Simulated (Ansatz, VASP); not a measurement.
## AgCl: VASP beside Ansatz

```xyz
2
Lattice="0.0000 2.7732 2.7732 2.7732 0.0000 2.7732 2.7732 2.7732 0.0000" Properties=species:S:1:pos:R:3 pbc="T T T"
Ag    0.0000    0.0000    0.0000
Cl    2.7732    2.7732    2.7732
```

Alike in both runs: task single point; functional PBE; k mesh 8 × 8 × 8; no spin polarisation.

|  | VASP | Ansatz |
| --- | --- | --- |
| version | VASP 6.6.1 | Ansatz 0.2.0 |
| potentials or method | VASP PAW PBE potentials, release 64 (Ag, Cl) | plane waves, PAW |
| plane-wave cutoff (eV) | 520 | 420 |
| occupations | gaussian, width 0.01 eV | fixed |
| valence electrons in the cell | 18 | 26 |

```csv
,VASP,Ansatz,Ansatz less VASP
gap on the k mesh at the Fermi level (eV),0.91,0.91,+0.003
pressure (GPa),1.5,1.6,+0.14
```

VASP's potentials hold 18 valence electrons a cell and Ansatz's 26, so a difference there can come from the potentials and not from the codes.
